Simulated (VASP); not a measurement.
# Ti (I4/mmm) in VASP: a series of runs, part 2 of 2

VASP 6.6.1.

### 5 Single point, LDA (17.29 Å³/atom)

This run uses another cell than the first one, of 17.29 Å³/atom.

Input file INCAR:

```
SYSTEM = Ti
ALGO     = Fast           ! electronic algorithm
EDIFF    = 1E-6           ! SCF threshold, eV
ENCUT    = 520            ! plane-wave cutoff, eV
GGA      = CA             ! functional
ISIF     = 2              ! what is computed and relaxed
ISMEAR   = 0              ! smearing method
LASPH    = .TRUE.         ! aspherical terms in the spheres
LCHARG   = .FALSE.        ! write CHGCAR
LREAL    = .FALSE.        ! projectors in reciprocal space
LWAVE    = .FALSE.        ! write WAVECAR
NBANDS   = 12             ! bands
NELM     = 60             ! most SCF steps
PREC     = Accurate       ! precision mode
SIGMA    = 0.15           ! smearing width, eV
```

Input file KPOINTS:

```
k-points
0
G
  22 22 22
  0 0 0
```

Input file POSCAR:

```
Ti
1.0
    0.0000000000      2.3952944875      1.5071192915
    2.3952944875      0.0000000000      1.5071192915
    2.3952944875      2.3952944875      0.0000000000
Ti
1
Direct
    0.0000000000      0.0000000000      0.0000000000
```

Potentials or basis: VASP PAW LDA potentials, release 64 (Ti_sv).

Started as:

```
> cat potpaw_LDA.64/Ti_sv/POTCAR > POTCAR
> mpirun -np 1 vasp_std > vasp.out
```

OUTCAR:

```text
SYSTEM = Ti
   EDIFF = 1E-6
   ENCUT = 520
   GGA = CA
   ISIF = 2
   ISMEAR = 0
   LASPH = .TRUE.
   LREAL = .FALSE.
   NELM = 60
   PREC = Accurate

 ion  position               nearest neighbor table
   1  0.000  0.000  0.000-

  LATTYP: Found a body centered tetragonal cell.
 ALAT       =     3.3874579501
 C/A-ratio  =     0.8898231734

  Lattice vectors:

 A1 = (   0.0000000000,  -2.3952944875,  -1.5071192915)
 A2 = (   0.0000000000,   2.3952944875,  -1.5071192915)
 A3 = (   2.3952944875,   0.0000000000,   1.5071192915)

Analysis of symmetry for initial positions (statically):
=====================================================================
 Subroutine PRICEL returns:
 Original cell was already a primitive cell.

 Routine SETGRP: Setting up the symmetry group for a
 body centered tetragonal supercell.

 Subroutine GETGRP returns: Found 16 space group operations
 (whereof 16 operations were pure point group operations)
 out of a pool of 16 trial point group operations.

The static configuration has the point symmetry D_4h.

Analysis of symmetry for dynamics (positions and initial velocities):
=====================================================================
 Subroutine PRICEL returns:
 Original cell was already a primitive cell.

 Routine SETGRP: Setting up the symmetry group for a
 body centered tetragonal supercell.

 Subroutine GETGRP returns: Found 16 space group operations
 (whereof 16 operations were pure point group operations)
 out of a pool of 16 trial point group operations.

The dynamic configuration has the point symmetry D_4h.

 Subroutine INISYM returns: Found 16 space group operations
 (whereof 16 operations are pure point group operations),
 and found     1 'primitive' translations

----------------------------------------------------------------------------------------

                                     Primitive cell

  volume of cell :      17.2940

  direct lattice vectors                    reciprocal lattice vectors
     0.000000000  2.395294488  1.507119292    -0.208742600  0.208742600  0.331758742
     2.395294488  0.000000000  1.507119292     0.208742600 -0.208742600  0.331758742
     2.395294488  2.395294488  0.000000000     0.208742600  0.208742600 -0.331758742

  length of vectors
     2.829990149  2.829990149  3.387457950     0.444084237  0.444084237  0.444084237

  position of ions in fractional coordinates (direct lattice)
     0.000000000  0.000000000  0.000000000

  ion indices of the primitive-cell ions
   primitive index   ion index
                 1           1

----------------------------------------------------------------------------------------

 KPOINTS: k-points

Automatic generation of k-mesh.
 Grid dimensions read from file:
 generate k-points for:   22   22   22

 Generating k-lattice:

  Cartesian coordinates                     Fractional coordinates (reciprocal lattice)
    -0.009488300  0.009488300  0.015079943     0.045454545  0.000000000  0.000000000
     0.009488300 -0.009488300  0.015079943     0.000000000  0.045454545  0.000000000
     0.009488300  0.009488300 -0.015079943     0.000000000  0.000000000  0.045454545

  Length of vectors
     0.020185647  0.020185647  0.020185647

  Shift w.r.t. Gamma in fractional coordinates (k-lattice)
     0.000000000  0.000000000  0.000000000

 Subroutine IBZKPT returns following result:
 ===========================================

 Found    834 irreducible k-points:

 Following reciprocal coordinates:
            Coordinates               Weight
  0.000000  0.000000  0.000000      1.000000
  0.045455  0.000000  0.000000      8.000000
  0.090909  0.000000  0.000000      8.000000
  0.136364  0.000000  0.000000      8.000000
  0.181818  0.000000  0.000000      8.000000
  0.227273  0.000000  0.000000      8.000000
[... 16 lines left out ...]
  0.500000  0.045455  0.000000      8.000000
 -0.454545  0.045455  0.000000      8.000000
 [... further k-points ...]
   k-points           NKPTS =    834   k-points in BZ     NKDIM =    834   number of bands    NBANDS=     12
   number of dos      NEDOS =    301   number of ions     NIONS =      1
   total plane-waves  NPLWV =  16128
   dimension x,y,z NGX =    24 NGY =   24 NGZ =   28
   dimension x,y,z NGXF=    48 NGYF=   48 NGZF=   56
   ions per type =               1
   NGX,Y,Z   is equivalent  to a cutoff of  14.10, 14.10, 13.74 a.u.
   NGXF,Y,Z  is equivalent  to a cutoff of  28.20, 28.20, 27.48 a.u.
 SYSTEM =  Ti
   PREC   = accura    normal or accurate (medium, high low for compatibility)
   ISTART =      0    job   : 0-new  1-cont  2-samecut
   ICHARG =      2    charge: 1-file 2-atom 10-const
   ISPIN  =      1    spin polarized calculation?
   LNONCOLLINEAR =      F non collinear calculations
   LSORBIT =      F    spin-orbit coupling
   LASPH  =      T    aspherical Exc in radial PAW
   ENCUT  =  520.0 eV  38.22 Ry    6.18 a.u.   5.26  5.26  6.30*2*pi/ulx,y,z
   NELM   =     60;   NELMIN=  2; NELMDL= -5     # of ELM steps
   EDIFF  = 0.1E-05   stopping-criterion for ELM
   LREAL  =      F    real-space projection
   EDIFFG = 0.1E-04   stopping-criterion for IOM
   NSW    =      0    number of steps for IOM
   IBRION =     -1    ionic relax: 0-MD 1-quasi-New 2-CG
   NFREE  =      0    steps in history (QN), initial steepest desc. (CG)
   ISIF   =      2    stress and relaxation
   ISYM   =      2    0-nonsym 1-usesym 2-fastsym
   POTIM  = 0.5000    time-step for ionic-motion
   TEBEG  =    0.0;   TEEND  =   0.0 temperature during run
   PSTRESS=    0.0 pullay stress
   NELECT =      12.0000    total number of electrons
   NUPDOWN=      -1.0000    fix difference up-down
   EMIN   =  10.00;   EMAX   =-10.00  energy-range for DOS
   EFERMI =   0.00;   METHOD = LEGACY
   ISMEAR =     0;   SIGMA  =   0.15  broadening in eV -4-tet -1-fermi 0-gaus
   EFERMI_NEDOS =   21; number of points for ismear=-14 and -15
   IALGO  =     68    algorithm
   IMIX   =      4    mixing-type and parameters
     AMIX     =   0.40;   BMIX     =  1.00
     AMIX_MAG =   1.60;   BMIX_MAG =  1.00
  volume/ion in A,a.u.               =      17.29       116.71
  Fermi-wavevector in a.u.,A,eV,Ry     =   1.449339  2.738854 28.580189  2.100585
  Thomas-Fermi vector in A             =   2.567077
   LORBIT       =      0    0 simple, 1 ext, 2 COOP (PROOUT), +10 PAW based schemes
   GGA     = CA    functional components
   LHFCALC =     F    Hartree Fock is set to
   AEXX    =    0.0000 exact exchange contribution
   IVDW    =     0    specifies the selected vdW correction
   LEPSILON=     F    determine dielectric tensor
   LRPA    =     F    only Hartree local field effects (RPA)
 non-spin polarized calculation
 RMM-DIIS sequential band-by-band and
 Gauss-broadening in eV      SIGMA  =   0.15
  energy-cutoff  :      520.00
  volume of cell :       17.29
 maximum number of plane-waves:       479
 NGX is ok and might be reduce to    24
   NGX = 11   NGY = 11   NGZ = 13

 number of electron      12.0000000 magnetization

 Free energy of the ion-electron system (eV)
  ---------------------------------------------------
  ext. energy  EPLUGINS =         0.00000000
  ---------------------------------------------------
  free energy    TOTEN  =        -8.44251240 eV

  energy without entropy =       -8.41819411  energy(sigma->0) =       -8.43035325

 E-fermi :   7.9206     XC(G=0): -11.7994

 val. band max:        7.9194397964   @ k =  -0.3636   0.3182   0.1818
 cond. band min:       7.9222199877   @ k =  -0.3182   0.0455   0.3182
 fundamental gap:      0.0027801913
 Fermi energy:         7.9206001462

 k-point     1 :       0.0000    0.0000    0.0000
  band No.  band energies     occupation
      1     -47.9471      2.00000
      2     -24.1683      2.00000
      3     -24.1683      2.00000
      4     -24.1596      2.00000
      5       2.0090      2.00000
      6       8.3063      0.00028
      7       9.2006      0.00000
      8       9.2006      0.00000
      9      10.0019      0.00000
     10      11.0341      0.00000
     11      24.7300      0.00000
     12      24.7300      0.00000
[... 331 lines left out ...]
 k-point    24 :      -0.4545    0.0455    0.0000
  band No.  band energies     occupation
      1     -47.7985      2.00000
      2     -24.8513      2.00000
      3     -24.4005      2.00000
      4     -24.2181      2.00000
      5       5.4676      2.00000
      6       7.2493      2.00000
      7       9.0803      0.00000
      8      10.5560      0.00000
      9      11.4894      0.00000
     10      12.0439      0.00000
     11      17.4054      0.00000
     12      21.2070      0.00000

 [... further k-points ...]

------------------------ aborting loop because EDIFF is reached ----------------------------------------

  FORCE on cell =-STRESS in cart. coord.  units (eV):
  Direction    XX          YY          ZZ          XY          YZ          ZX
  --------------------------------------------------------------------------------------
  -------------------------------------------------------------------------------------
  Total       -0.8964293     -0.8964293     -1.1106946      0.0000000      0.0000000      0.0000000
  in kB      -83.0483798    -83.0483798   -102.8986729      0.0000000      0.0000000      0.0000000
  external PRESSURE =     -89.6651442 kB  Pullay stress =       0.0000000 kB

 VOLUME and BASIS-vectors are now :
 -----------------------------------------------------------------------------
  energy-cutoff  :      520.00
  volume of cell :       17.29
      direct lattice vectors                 reciprocal lattice vectors
     0.000000000  2.395294488  1.507119292    -0.208742600  0.208742600  0.331758742
     2.395294488  0.000000000  1.507119292     0.208742600 -0.208742600  0.331758742
     2.395294488  2.395294488  0.000000000     0.208742600  0.208742600 -0.331758742

 POSITION                                       TOTAL-FORCE (eV/Angst)
 -----------------------------------------------------------------------------------
      0.00000      0.00000      0.00000         0.000000     -0.000000      0.000000
 -----------------------------------------------------------------------------------
    total drift:                               -0.000000     -0.000000      0.000000

  FREE ENERGIE OF THE ION-ELECTRON SYSTEM (eV)
  ---------------------------------------------------
  free  energy   TOTEN  =        -8.4425123976 eV

  energy  without entropy=       -8.4181941084  energy(sigma->0) =       -8.43035325
```

Run time: 2.3 min. Hardware: 1 thread of Intel Xeon Platinum 8559C (Emerald Rapids), shared host; peak memory 0.27 GiB.

What came out:

```
Free energy            : -8.4425 eV
Pressure               : -9.0 GPa
Band gap on the k mesh : zero (bands 6 and 7 overlap by 1.49 eV)
```

Levels at points of the mesh, in eV from the Fermi level:
| k point | band 4 | band 5 | band 6 | band 7 | band 8 | band 9 |
| --- | --- | --- | --- | --- | --- | --- |
| (0.00, 0.00, 0.00) | -32.08 | -5.91 | 0.39 | 1.28 | 1.28 | 2.08 |
| (0.50, 0.00, 0.00) | -32.13 | -2.48 | -0.77 | 1.55 | 2.63 | 3.53 |
| (0.50, 0.50, 0.00) | -32.45 | -2.29 | -2.01 | 3.83 | 3.83 | 4.05 |
| (0.50, 0.00, 0.50) | -32.06 | -2.50 | 0.27 | 0.72 | 1.99 | 2.75 |

Caveat: the cell stands under tension.

### 6 Single point, LDA (17.29 Å³/atom)

This run uses another cell than the first one, of 17.29 Å³/atom.

Input file INCAR:

```
PREC = Accurate ; ENCUT = 520
EDIFF = 1E-6 ; ISMEAR = 0
SIGMA = 0.15 ; LREAL = False
LASPH = True ; NELM = 100
ALGO = Fast ; ISIF = 2
LWAVE = False ; LCHARG = False
NBANDS = 12
```

Input file KPOINTS:

```
regular mesh
0
Gamma
  22 22 22
```

Input file POSCAR:

```
Ti
1.0
    0.0000000000      2.1609519260      1.8517197054
    2.1609519260      0.0000000000      1.8517197054
    2.1609519260      2.1609519260      0.0000000000
Ti
1
Direct
    0.0000000000      0.0000000000      0.0000000000
```

Potentials or basis: VASP PAW LDA potentials, release 64 (Ti_sv).

Started as:

```
> cat potpaw_LDA.64/Ti_sv/POTCAR > POTCAR
> mpirun -np 1 vasp_std > vasp.out
```

OUTCAR:

```text
PREC = Accurate
   ENCUT = 520
   EDIFF = 1E-6
   ISMEAR = 0
   LREAL = False
   LASPH = True
   NELM = 100
   ISIF = 2

 ion  position               nearest neighbor table
   1  0.000  0.000  0.000-

  LATTYP: Found a body centered tetragonal cell.
 ALAT       =     3.0560475214
 C/A-ratio  =     1.2118396016

  Lattice vectors:

 A1 = (   0.0000000000,  -2.1609519260,  -1.8517197054)
 A2 = (   0.0000000000,   2.1609519260,  -1.8517197054)
 A3 = (   2.1609519260,   0.0000000000,   1.8517197054)

Analysis of symmetry for initial positions (statically):
=====================================================================
 Subroutine PRICEL returns:
 Original cell was already a primitive cell.

 Routine SETGRP: Setting up the symmetry group for a
 body centered tetragonal supercell.

 Subroutine GETGRP returns: Found 16 space group operations
 (whereof 16 operations were pure point group operations)
 out of a pool of 16 trial point group operations.

The static configuration has the point symmetry D_4h.

Analysis of symmetry for dynamics (positions and initial velocities):
=====================================================================
 Subroutine PRICEL returns:
 Original cell was already a primitive cell.
[... 171 lines left out ...]
      7       8.6317      0.00000
      8       9.6910      0.00000
      9       9.7510      0.00000
     10      10.9299      0.00000
     11      23.7902      0.00000
     12      26.6623      0.00000
[... 331 lines left out ...]
 k-point    24 :      -0.4545    0.0455    0.0000
  band No.  band energies     occupation
      1     -47.8415      2.00000
      2     -24.8906      2.00000
      3     -24.3619      2.00000
      4     -24.2297      2.00000
      5       5.4661      2.00000
      6       8.1542      0.09123
      7       8.5864      0.00000
      8       9.5637      0.00000
      9      11.4023      0.00000
     10      11.8077      0.00000
     11      16.4999      0.00000
     12      22.3673      0.00000

 [... further k-points ...]

------------------------ aborting loop because EDIFF is reached ----------------------------------------

  FORCE on cell =-STRESS in cart. coord.  units (eV):
  Direction    XX          YY          ZZ          XY          YZ          ZX
  --------------------------------------------------------------------------------------
  -------------------------------------------------------------------------------------
  Total       -1.0149415     -1.0149415     -0.6957133      0.0000000     -0.0000000      0.0000000
  in kB      -94.0277742    -94.0277742    -64.4533422      0.0000000     -0.0000000      0.0000000
  external PRESSURE =     -84.1696302 kB  Pullay stress =       0.0000000 kB

 VOLUME and BASIS-vectors are now :
 -----------------------------------------------------------------------------
  energy-cutoff  :      520.00
  volume of cell :       17.29
      direct lattice vectors                 reciprocal lattice vectors
     0.000000000  2.160951926  1.851719705    -0.231379511  0.231379511  0.270019268
     2.160951926  0.000000000  1.851719705     0.231379511 -0.231379511  0.270019268
     2.160951926  2.160951926  0.000000000     0.231379511  0.231379511 -0.270019268

 POSITION                                       TOTAL-FORCE (eV/Angst)
 -----------------------------------------------------------------------------------
      0.00000      0.00000      0.00000        -0.000000      0.000000      0.000000
 -----------------------------------------------------------------------------------
    total drift:                                0.000000      0.000000     -0.000000

  FREE ENERGIE OF THE ION-ELECTRON SYSTEM (eV)
  ---------------------------------------------------
  free  energy   TOTEN  =        -8.4516381277 eV

  energy  without entropy=       -8.4263006899  energy(sigma->0) =       -8.43896941
```

stdout:

```text
POSCAR found type information on POSCAR Ti
 POSCAR found :  1 types and       1 ions
 scaLAPACK will be used
 LDA part: xc-table for (Slater(with rela. corr.)+CA(PZ))
 , standard interpolation
 POSCAR, INCAR and KPOINTS ok, starting setup
 FFT: planning ... GRIDC
 FFT: planning ... GRID_SOFT
 FFT: planning ... GRID
 WAVECAR not read
 entering main loop
WARNING in EDDRMM: call to ZHEGV failed, returncode =   6  3      7
WARNING in EDDRMM: call to ZHEGV failed, returncode =   6  3     11
WARNING in EDDRMM: call to ZHEGV failed, returncode =   6  3      8
WARNING in EDDRMM: call to ZHEGV failed, returncode =   6  3     10
WARNING in EDDRMM: call to ZHEGV failed, returncode =   8  4      8
WARNING in EDDRMM: call to ZHEGV failed, returncode =   8  4      7
WARNING in EDDRMM: call to ZHEGV failed, returncode =   8  4      9
WARNING in EDDRMM: call to ZHEGV failed, returncode =   6  3      9
WARNING in EDDRMM: call to ZHEGV failed, returncode =   8  4      5
WARNING in EDDRMM: call to ZHEGV failed, returncode =   6  3      8
WARNING in EDDRMM: call to ZHEGV failed, returncode =   6  3      8
```

Wall time 1.9 min (1 thread of Intel Xeon Platinum 8559C (Emerald Rapids), shared host); peak memory 0.26 GiB.

What came out:

```yaml
Free_energy: -8.4516 eV
Pressure: -8.4 GPa
Band_gap_on_the_k_mesh: zero (bands 6 and 7 overlap by 1.54 eV)
```

Stress tensor (GPa, compression positive):
```
-9.40  0.00  0.00
 0.00 -9.40  0.00
 0.00  0.00 -6.45
```

Caveat: the cell stands under tension.

### 7 Overview

| cell | further INCAR settings | gap on the mesh (eV) | pressure (GPa) |
| --- | --- | --- | --- |
| a = 2.795, b = 2.795, c = 3.345 Å, angles 53.2, 53.2, 73.5°, 1 atom | ALGO = Fast; EDIFF = 1e-07; NBANDS = 12 | none | -5.4 |
| a = 2.834, b = 2.834, c = 2.941 Å, angles 58.7, 58.7, 62.5°, 1 atom | ALGO = Fast; EDIFF = 1e-06; NBANDS = 12 | none | -4.6 |
| a = 2.795, b = 2.795, c = 3.097 Å, angles 56.4, 56.4, 67.3°, 1 atom | ALGO = Fast; EDIFF = 1e-07; NBANDS = 12 | none | -5.1 |
| a = 2.830, b = 2.830, c = 3.387 Å, angles 53.2, 53.2, 73.5°, 1 atom | ALGO = Fast; EDIFF = 1e-06; NBANDS = 12 | none | -9.0 |
| a = 2.846, b = 2.846, c = 3.056 Å, angles 57.5, 57.5, 65.0°, 1 atom | ALGO = Fast; EDIFF = 1e-06; NBANDS = 12 | none | -8.4 |

Alike in all rows: task single point; level LDA; potentials or basis VASP PAW LDA potentials, release 64 (Ti_sv); no spin polarisation; k mesh 22 × 22 × 22; cutoff (eV) 520; smearing gaussian 0.15 eV.

Caveats: the cell stands under tension.

Total energies depend on the potentials used, so only differences within one code and one set of settings carry meaning.
